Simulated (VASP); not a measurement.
## As: single point with r2SCAN50

As:

```xyz
2
Lattice="4.5664 0.0000 0.0000 -2.2832 3.9546 0.0000 0.0000 0.0000 2.8337" Properties=species:S:1:pos:R:3 pbc="T T T"
As    0.0000    2.6364    0.0000
As    2.2832    1.3182    0.0000
```

This isn't the form of As at room conditions, which is rhombohedral.

```
Program                            : VASP 6.6.1
Task                               : single point
Functional                         : r2SCAN50
Potentials or basis                : VASP PAW PBE potentials, release 64 (As)
Cutoff                             : 520 eV
k mesh                             : 4 × 4 × 5
Occupations                        : fermi-dirac, width 0.05 eV
Spin                               : no spin polarisation
Dipole correction                  : no
Grid for exact exchange (PRECFOCK) : Normal
Further INCAR settings             : ALGO = Normal; EDIFF = 1e-07; NBANDS = 12
Share of exact exchange            : 0.5
```

The pressure is -6.4 GPa, the largest force is 0.149 eV/Å and the band gap on the k mesh is zero (bands 5 and 6 overlap by 5.88 eV).

Forces on the atoms (eV/Å):
```
As  -0.129  0.075  0.000
As   0.129 -0.075  0.000
```

Stress tensor (GPa, compression positive):
```
-8.96 -0.66  0.00
-0.66 -9.71  0.00
 0.00  0.00 -0.60
```

Levels at points of the mesh, in eV from the Fermi level:
```csv
k point,band 2,band 3,band 4,band 5,band 6,band 7,band 8,band 9
"(0.00, 0.00, 0.00)",-11.35,-6.00,-5.99,1.34,1.36,4.85,6.26,9.98
"(0.50, 0.00, 0.00)",-15.06,-7.21,-4.38,3.98,5.69,6.30,7.40,7.82
"(0.50, 0.50, 0.00)",-15.08,-7.21,-4.36,3.96,5.69,6.18,7.39,7.85
```

Wall time 7.1 min on 1 thread of Intel(R) Xeon(R) Platinum 8488C (Sapphire Rapids), with other jobs on the host, peak memory 0.19 GiB.

Caveat: the k points lie up to 0.44 Å⁻¹ apart, too coarse for converged energies and pressures of a metal; the PAW data sets were made with another functional, which shifts forces and pressure a little.
